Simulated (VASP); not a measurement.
Runs of VASP 6.6.1 on Mo. The structure is that of space group Pm-3m (No. 221), or close to it. The cells are those of the table. 

| task | cell | k mesh | cutoff (eV) | gap on the mesh (eV) | pressure (GPa) |
| --- | --- | --- | --- | --- | --- |
| single point | a = 2.540 Å, 1 atom | 14 × 14 × 14 | 520 | none | (a) |
| single point | a = 2.575 Å, 1 atom | 20 × 20 × 20 | 520 | none | 0.2 |
| single point | a = 2.504 Å, 1 atom | 14 × 14 × 14 | 520 | none | 19.7 |
| relaxation of cell and atoms | relaxed from a = 2.563 Å, 1 atom | 12 × 12 × 12 | 600 | none | 0.0 |
| single point | a = 2.609 Å, 1 atom | 14 × 14 × 14 | 520 | none | (b) |
| single point | a = 2.674 Å, 1 atom | 14 × 14 × 14 | 520 | none | -18.8 |
| single point | a = 2.575 Å, 1 atom | 12 × 12 × 12 | 520 | none | 0.5 |
| single point | a = 2.575 Å, 1 atom | 14 × 14 × 14 | 520 | none | -0.6 |

Alike in all rows: level PBEsol; potentials or basis VASP PAW PBE potentials, release 64 (Mo_sv); no spin polarisation; smearing fermi-dirac 0.1 eV.

Problem. Fill in the values left out.

Solution. (a) 8.5; (b) -8.0.

Caveats: the PAW data sets were made with another functional, which shifts forces and pressure a little.

A k mesh can miss the band edges, and the runs leave out spin-orbit coupling on Mo.

A gap of «none» marks levels without a gap at the run's occupations.
